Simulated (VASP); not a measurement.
# Rb2Ag in VASP: a series of runs

The runs below take Rb2Ag through single point, with PBE.

Everything below comes from runs of VASP 6.6.1. Logs are shortened: lines on timing, memory, paths and dates and some standing lists are left out, and cuts for length are marked.

### Step 1. The cell of the first run

It takes space group P4/mmm (No. 123, tetragonal). Conventional cell: a = 5.108 Å, b = 5.108 Å, c = 7.307 Å, α = 90.00°, β = 90.00°, γ = 90.00°. Rb (site symmetry 4/mmm) has 4 Ag at 3.61 Å within 4.7 Å. Rb (site symmetry 4/mmm) has 2 Ag at 3.65 Å within 4.8 Å. Ag (site symmetry 4/mmm) has 6 Rb at 3.61 to 3.65 Å within 4.7 Å.

### Step 2. Single point, PBE

INCAR

```
SYSTEM = Rb2Ag
ALGO = Fast
EDIFF = 1E-7
ENCUT = 520
GGA = PE
ISIF = 2
ISMEAR = 0
LASPH = .TRUE.
LCHARG = .TRUE.
LELF = .TRUE.
LREAL = .FALSE.
LVHAR = .TRUE.
LWAVE = .FALSE.
NBANDS = 38
NELM = 60
PREC = Accurate
SIGMA = 0.2
```

KPOINTS

```
k-points
0
G
  4 4 2
  0 0 0
```

POSCAR

```
Rb2Ag
1.0
   -5.1080175436      0.0000000000      0.0000000000
    0.0000000000      0.0000000000     -7.3072463831
    0.0000000000    -10.2160350873      0.0000000000
Rb Ag
4 2
Direct
    0.5000000000      0.0000000000      0.7500000000
    0.5000000000      0.0000000000      0.2500000000
    1.0000000000      0.5000000000      1.0000000000
    1.0000000000      0.5000000000      0.5000000000
    1.0000000000      0.0000000000      1.0000000000
    1.0000000000      0.0000000000      0.5000000000
```

Potentials or basis: VASP PAW PBE potentials, release 64 (Rb_sv, Ag).

The run is started by

```
> cat potpaw_PBE.64/Rb_sv/POTCAR potpaw_PBE.64/Ag/POTCAR > POTCAR
> mpirun -np 1 vasp_std > vasp.out
```

OUTCAR:

```text
SYSTEM = Rb2Ag
   EDIFF = 1E-7
   ENCUT = 520
   GGA = PE
   ISIF = 2
   ISMEAR = 0
   LASPH = .TRUE.
   LREAL = .FALSE.
   NELM = 60
   PREC = Accurate

 ion  position               nearest neighbor table
   1  0.500  0.000  0.750-   5 3.61   6 3.61   5 3.61   6 3.61   2 5.11   2 5.11   3 5.14   4 5.14
                             3 5.14   4 5.14   4 5.14   3 5.14   3 5.14   4 5.14
   2  0.500  0.000  0.250-   5 3.61   6 3.61   5 3.61   6 3.61   1 5.11   1 5.11   3 5.14   4 5.14
                             3 5.14   4 5.14   4 5.14   3 5.14   3 5.14   4 5.14
   3  0.000  0.500  0.000-   5 3.65   5 3.65   4 5.11   4 5.11   1 5.14   1 5.14   2 5.14   2 5.14
                             1 5.14   2 5.14   1 5.14   2 5.14
   4  0.000  0.500  0.500-   6 3.65   6 3.65   3 5.11   3 5.11   1 5.14   1 5.14   2 5.14   2 5.14
                             1 5.14   2 5.14   1 5.14   2 5.14
   5  0.000  0.000  0.000-   1 3.61   2 3.61   1 3.61   2 3.61   3 3.65   3 3.65
   6  0.000  0.000  0.500-   1 3.61   2 3.61   1 3.61   2 3.61   4 3.65   4 3.65

  LATTYP: Found a simple orthorhombic cell.
 ALAT       =     5.1080175436
 B/A-ratio  =     1.4305444961
 C/A-ratio  =     2.0000000000

  Lattice vectors:

 A1 = (  -5.1080175436,   0.0000000000,   0.0000000000)
 A2 = (   0.0000000000,   0.0000000000,  -7.3072463831)
 A3 = (   0.0000000000, -10.2160350873,   0.0000000000)

Analysis of symmetry for initial positions (statically):
=====================================================================
 Subroutine PRICEL returns following result:

  LATTYP: Found a simple tetragonal cell.
 ALAT       =     5.1080175436
 C/A-ratio  =     1.4305444961

  Lattice vectors:

 A1 = (   5.1080175436,   0.0000000000,   0.0000000000)
 A2 = (   0.0000000000,  -5.1080175436,   0.0000000000)
 A3 = (   0.0000000000,   0.0000000000,  -7.3072463831)

   2 primitive cells build up your supercell.

 Routine SETGRP: Setting up the symmetry group for a
 simple orthorhombic supercell.

 Subroutine GETGRP returns: Found  8 space group operations
 (whereof  8 operations were pure point group operations)
 out of a pool of  8 trial point group operations.

The static configuration has the point symmetry D_2h.

Analysis of symmetry for dynamics (positions and initial velocities):
=====================================================================
 Subroutine PRICEL returns following result:

  LATTYP: Found a simple tetragonal cell.
 ALAT       =     5.1080175436
 C/A-ratio  =     1.4305444961

  Lattice vectors:

 A1 = (   5.1080175436,   0.0000000000,   0.0000000000)
 A2 = (   0.0000000000,  -5.1080175436,   0.0000000000)
 A3 = (   0.0000000000,   0.0000000000,  -7.3072463831)

   2 primitive cells build up your supercell.

 Routine SETGRP: Setting up the symmetry group for a
 simple orthorhombic supercell.

 Subroutine GETGRP returns: Found  8 space group operations
 (whereof  8 operations were pure point group operations)
 out of a pool of  8 trial point group operations.

The dynamic configuration has the point symmetry D_2h.

 Subroutine INISYM returns: Found  8 space group operations
 (whereof  8 operations are pure point group operations),
 and found     2 'primitive' translations

----------------------------------------------------------------------------------------

                                     Primitive cell

  volume of cell :     190.6595

  direct lattice vectors                    reciprocal lattice vectors
     5.108017544  0.000000000  0.000000000     0.195770667  0.000000000  0.000000000
     0.000000000 -5.108017544  0.000000000     0.000000000 -0.195770667  0.000000000
     0.000000000  0.000000000 -7.307246383     0.000000000  0.000000000 -0.136850456

  length of vectors
     5.108017544  5.108017544  7.307246383     0.195770667  0.195770667  0.136850456

  position of ions in fractional coordinates (direct lattice)
     0.500000000  0.500000000  0.000000000
     0.000000000  0.000000000  0.500000000
     0.000000000  0.000000000  0.000000000

  ion indices of the primitive-cell ions
   primitive index   ion index
                 1           1
                 2           3
                 3           5

----------------------------------------------------------------------------------------

 KPOINTS: k-points

Automatic generation of k-mesh.
 Grid dimensions read from file:
 generate k-points for:    4    4    2

 Generating k-lattice:

  Cartesian coordinates                     Fractional coordinates (reciprocal lattice)
    -0.048942667  0.000000000  0.000000000     0.250000000  0.000000000  0.000000000
     0.000000000  0.000000000 -0.034212614     0.000000000  0.250000000  0.000000000
     0.000000000 -0.048942667  0.000000000     0.000000000  0.000000000  0.500000000

  Length of vectors
     0.048942667  0.034212614  0.048942667

  Shift w.r.t. Gamma in fractional coordinates (k-lattice)
     0.000000000  0.000000000  0.000000000

 Subroutine IBZKPT returns following result:
 ===========================================

 Found     18 irreducible k-points:

 Following reciprocal coordinates:
            Coordinates               Weight
  0.000000  0.000000  0.000000      1.000000
  0.250000  0.000000  0.000000      2.000000
  0.500000  0.000000  0.000000      1.000000
  0.000000  0.250000  0.000000      2.000000
  0.250000  0.250000  0.000000      4.000000
  0.500000  0.250000  0.000000      2.000000
[... 10 lines left out ...]
  0.250000  0.500000  0.500000      2.000000
  0.500000  0.500000  0.500000      1.000000
   k-points           NKPTS =     18   k-points in BZ     NKDIM =     18   number of bands    NBANDS=     38
   number of dos      NEDOS =    301   number of ions     NIONS =      6
   total plane-waves  NPLWV = 172800
   dimension x,y,z NGX =    40 NGY =   54 NGZ =   80
   dimension x,y,z NGXF=    80 NGYF=  108 NGZF=  160
   ions per type =               4   2
   NGX,Y,Z   is equivalent  to a cutoff of  13.02, 12.29, 13.02 a.u.
   NGXF,Y,Z  is equivalent  to a cutoff of  26.04, 24.57, 26.04 a.u.
 SYSTEM =  Rb2Ag
   PREC   = accura    normal or accurate (medium, high low for compatibility)
   ISTART =      0    job   : 0-new  1-cont  2-samecut
   ICHARG =      2    charge: 1-file 2-atom 10-const
   ISPIN  =      1    spin polarized calculation?
   LNONCOLLINEAR =      F non collinear calculations
   LSORBIT =      F    spin-orbit coupling
   LASPH  =      T    aspherical Exc in radial PAW
   ENCUT  =  520.0 eV  38.22 Ry    6.18 a.u.   9.50 13.59 19.00*2*pi/ulx,y,z
   NELM   =     60;   NELMIN=  2; NELMDL= -5     # of ELM steps
   EDIFF  = 0.1E-06   stopping-criterion for ELM
   LREAL  =      F    real-space projection
   EDIFFG = 0.1E-05   stopping-criterion for IOM
   NSW    =      0    number of steps for IOM
   IBRION =     -1    ionic relax: 0-MD 1-quasi-New 2-CG
   NFREE  =      0    steps in history (QN), initial steepest desc. (CG)
   ISIF   =      2    stress and relaxation
   ISYM   =      2    0-nonsym 1-usesym 2-fastsym
   POTIM  = 0.5000    time-step for ionic-motion
   TEBEG  =    0.0;   TEEND  =   0.0 temperature during run
   PSTRESS=    0.0 pullay stress
   NELECT =      58.0000    total number of electrons
   NUPDOWN=      -1.0000    fix difference up-down
   EMIN   =  10.00;   EMAX   =-10.00  energy-range for DOS
   EFERMI =   0.00;   METHOD = LEGACY
   ISMEAR =     0;   SIGMA  =   0.20  broadening in eV -4-tet -1-fermi 0-gaus
   EFERMI_NEDOS =   21; number of points for ismear=-14 and -15
   IALGO  =     68    algorithm
   IMIX   =      4    mixing-type and parameters
     AMIX     =   0.40;   BMIX     =  1.00
     AMIX_MAG =   1.60;   BMIX_MAG =  1.00
  volume/ion in A,a.u.               =      63.55       428.88
  Fermi-wavevector in a.u.,A,eV,Ry     =   0.873886  1.651405 10.390447  0.763676
  Thomas-Fermi vector in A             =   1.993339
   LORBIT       =      0    0 simple, 1 ext, 2 COOP (PROOUT), +10 PAW based schemes
   GGA     = PE    functional components
   LHFCALC =     F    Hartree Fock is set to
   AEXX    =    0.0000 exact exchange contribution
   IVDW    =     0    specifies the selected vdW correction
   LEPSILON=     F    determine dielectric tensor
   LRPA    =     F    only Hartree local field effects (RPA)
 non-spin polarized calculation
 RMM-DIIS sequential band-by-band and
 Gauss-broadening in eV      SIGMA  =   0.20
  energy-cutoff  :      520.00
  volume of cell :      381.32
 maximum number of plane-waves:     10346
 NGX is ok and might be reduce to    40
   NGX = 19   NGY = 27   NGZ = 37

 number of electron      57.9999991 magnetization

 Free energy of the ion-electron system (eV)
  ---------------------------------------------------
  ext. energy  EPLUGINS =         0.00000000
  ---------------------------------------------------
  free energy    TOTEN  =        -8.69199642 eV

  energy without entropy =       -8.60950673  energy(sigma->0) =       -8.65075157

 E-fermi :   0.6173     XC(G=0):  -6.1493

 val. band max:        0.5495968235   @ k =   0.0000   0.0000   0.0000
 cond. band min:       0.6263395167   @ k =   0.0000   0.5000   0.0000
 fundamental gap:      0.0767426932
 Fermi energy:         0.6173151373

 k-point     1 :       0.0000    0.0000    0.0000
  band No.  band energies     occupation
      1     -28.0996      2.00000
      2     -28.0985      2.00000
      3     -27.6427      2.00000
      4     -27.6414      2.00000
      5     -12.2476      2.00000
      6     -12.2035      2.00000
[... 30 lines left out ...]
     37       3.3261      0.00000
     38       4.1219      0.00000

 k-point     2 :       0.2500    0.0000    0.0000
  band No.  band energies     occupation
      1     -28.0991      2.00000
      2     -28.0980      2.00000
      3     -27.6420      2.00000
      4     -27.6409      2.00000
      5     -12.2455      2.00000
      6     -12.2256      2.00000
[... 30 lines left out ...]
     37       3.4761      0.00000
     38       3.6744      0.00000
[... 613 lines left out ...]
     37       2.7878      0.00000
     38       2.7878      0.00000

 k-point    18 :       0.5000    0.5000    0.5000
  band No.  band energies     occupation
      1     -28.0979      2.00000
      2     -28.0979      2.00000
      3     -27.6409      2.00000
      4     -27.6409      2.00000
      5     -12.2462      2.00000
      6     -12.2462      2.00000
[... 30 lines left out ...]
     37       3.3030      0.00000
     38       3.4168      0.00000

------------------------ aborting loop because EDIFF is reached ----------------------------------------

  FORCE on cell =-STRESS in cart. coord.  units (eV):
  Direction    XX          YY          ZZ          XY          YZ          ZX
  --------------------------------------------------------------------------------------
  -------------------------------------------------------------------------------------
  Total       -0.0671318     -0.0671416     -0.0209871      0.0000000      0.0000000      0.0000000
  in kB       -0.2820659     -0.2821071     -0.0881811      0.0000000      0.0000000      0.0000000
  external PRESSURE =      -0.2174514 kB  Pullay stress =       0.0000000 kB

 VOLUME and BASIS-vectors are now :
 -----------------------------------------------------------------------------
  energy-cutoff  :      520.00
  volume of cell :      381.32
      direct lattice vectors                 reciprocal lattice vectors
    -5.108017544  0.000000000  0.000000000    -0.195770667  0.000000000  0.000000000
     0.000000000  0.000000000 -7.307246383     0.000000000  0.000000000 -0.136850456
     0.000000000-10.216035087  0.000000000     0.000000000 -0.097885333  0.000000000

 POSITION                                       TOTAL-FORCE (eV/Angst)
 -----------------------------------------------------------------------------------
     -2.55401     -7.66203      0.00000        -0.000000     -0.000000      0.000000
     -2.55401     -2.55401      0.00000        -0.000000      0.000000      0.000000
      0.00000      0.00000     -3.65362         0.000000     -0.000000     -0.000000
      0.00000     -5.10802     -3.65362         0.000000     -0.000000     -0.000000
      0.00000      0.00000      0.00000         0.000000      0.000000      0.000000
      0.00000     -5.10802      0.00000         0.000000     -0.000000      0.000000
 -----------------------------------------------------------------------------------
    total drift:                                0.000000      0.000000     -0.000000

  FREE ENERGIE OF THE ION-ELECTRON SYSTEM (eV)
  ---------------------------------------------------
  free  energy   TOTEN  =        -8.6919964152 eV

  energy  without entropy=       -8.6095067263  energy(sigma->0) =       -8.65075157
```

Wall time 4.6 min (1 thread of Intel Xeon 6975P-C (Granite Rapids), shared host); peak memory 0.54 GiB.

What came out:

* Free energy: -8.6920 eV
* Pressure: 0.0 GPa
* Band gap on the k mesh: zero (bands 29 and 30 overlap by 1.02 eV)

Levels at points of the mesh, in eV from the Fermi level:
| k point | band 27 | band 28 | band 29 | band 30 | band 31 | band 32 |
| --- | --- | --- | --- | --- | --- | --- |
| (0.00, 0.00, 0.00) | -2.92 | -1.81 | -0.37 | -0.07 | 1.02 | 1.44 |
| (0.50, 0.00, 0.00) | -1.81 | -1.64 | -0.37 | 0.90 | 1.08 | 1.08 |
| (0.00, 0.50, 0.00) | -2.54 | -1.46 | -1.04 | -0.14 | 0.01 | 0.90 |
| (0.50, 0.50, 0.00) | -1.46 | -1.37 | -0.14 | 0.01 | 0.90 | 1.11 |
| (0.00, 0.00, 0.50) | -2.52 | -2.52 | 0.21 | 0.21 | 1.16 | 1.16 |
| (0.50, 0.00, 0.50) | -1.74 | -1.74 | 0.05 | 0.05 | 1.40 | 1.40 |
| (0.00, 0.50, 0.50) | -2.16 | -2.16 | -0.66 | -0.66 | 1.14 | 1.14 |
| (0.50, 0.50, 0.50) | -1.43 | -1.43 | 0.35 | 0.35 | 0.49 | 0.49 |

### Step 3. Single point, PBE

This run uses another cell than the first one, of 62.90 Å³/atom.

INCAR

```
PREC = Accurate ; ENCUT = 520
EDIFF = 1E-6 ; ISMEAR = 0
SIGMA = 0.2 ; LREAL = False
LASPH = True ; NELM = 80
ALGO = Fast ; ISIF = 2
LWAVE = False ; LCHARG = False
GGA = PE ; NBANDS = 38
```

KPOINTS

```
regular mesh
0
Gamma
  4 4 2
```

POSCAR

```
Rb2Ag
1.0
   -5.0934567185      0.0115189108     -0.0077454800
   -0.0113535121     -0.0405694502     -7.2891118251
    0.0232775196    -10.1649097564     -0.0571964973
Rb Ag
4 2
Direct
    0.4985398815      0.0002793378      0.7497354787
    0.4997627255     -0.0007922299      0.2501912664
    0.9966002433      0.4975804867      0.9999061154
    1.0037088524      0.5024036351      0.4994393896
    1.0004790917     -0.0027455345      0.9997930815
    1.0009092056      0.0032743047      0.5009346684
```

Potentials or basis: VASP PAW PBE potentials, release 64 (Rb_sv, Ag).

The run is started by

```
> cat potpaw_PBE.64/Rb_sv/POTCAR potpaw_PBE.64/Ag/POTCAR > POTCAR
> mpirun -np 1 vasp_std > vasp.out
```

Run time: 4.3 min. Hardware: 1 thread of Intel Xeon 6975P-C (Granite Rapids), shared host; peak memory 0.55 GiB.

It converged, with:

```
Free energy            : -8.6911 eV
Pressure               : 0.0 GPa
Largest force          : 0.014 eV/Å
Band gap on the k mesh : zero (bands 29 and 30 overlap by 1.02 eV)
```

Forces on the atoms (eV/Å):
```
Rb  -0.011 -0.007  0.001
Rb  -0.004  0.000 -0.002
Rb   0.000  0.001 -0.002
Rb   0.001 -0.001  0.000
Ag   0.005 -0.002 -0.002
Ag   0.009  0.009  0.005
```

Levels at points of the mesh, in eV from the Fermi level:
```csv
k point,band 25,band 26,band 27,band 28,band 29,band 30,band 31,band 32,band 33,band 34
"(0.00, 0.00, 0.00)",-4.07,-4.06,-2.94,-1.81,-0.37,-0.07,1.02,1.44,1.53,1.86
"(0.50, 0.00, 0.00)",-4.06,-4.02,-1.82,-1.65,-0.37,0.90,1.08,1.10,1.44,1.53
"(0.00, 0.50, 0.00)",-4.06,-4.05,-2.55,-1.46,-1.04,-0.14,0.01,0.91,2.22,2.50
"(0.50, 0.50, 0.00)",-4.05,-4.02,-1.46,-1.37,-0.14,0.00,0.90,1.10,1.13,1.34
"(0.00, 0.00, 0.50)",-4.07,-4.07,-2.53,-2.53,0.21,0.21,1.17,1.17,1.28,1.29
"(0.50, 0.00, 0.50)",-4.04,-4.04,-1.74,-1.74,0.05,0.05,1.41,1.42,1.73,1.73
"(0.00, 0.50, 0.50)",-4.06,-4.06,-2.17,-2.16,-0.67,-0.67,1.15,1.15,1.78,1.79
"(0.50, 0.50, 0.50)",-4.04,-4.04,-1.43,-1.42,0.35,0.36,0.49,0.49,1.04,1.04
```

[end of part 1 of 2]
